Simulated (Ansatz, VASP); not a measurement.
## K: VASP beside Ansatz

```xyz
1
Lattice="0.0000 3.1951 3.1951 3.1951 0.0000 3.1951 3.1951 3.1951 0.0000" Properties=species:S:1:pos:R:3 pbc="T T T"
K     0.0000    0.0000    0.0000
```

Alike in both runs: task single point; functional PBE; k mesh 9 × 9 × 9; occupations fermi-dirac, width 0.1 eV; no spin polarisation.

|  | VASP | Ansatz |
| --- | --- | --- |
| version | VASP 6.6.1 | Ansatz 0.2.0 |
| potentials or method | VASP PAW PBE potentials, release 64 (K_sv), cutoff 520 eV | plane waves (420 eV) with PAW, scalar-relativistic |
| valence electrons in the cell | 9 | 9 |

```tsv
	VASP	Ansatz	Ansatz less VASP
pressure (GPa)	0.6	0.6	+0.01
```
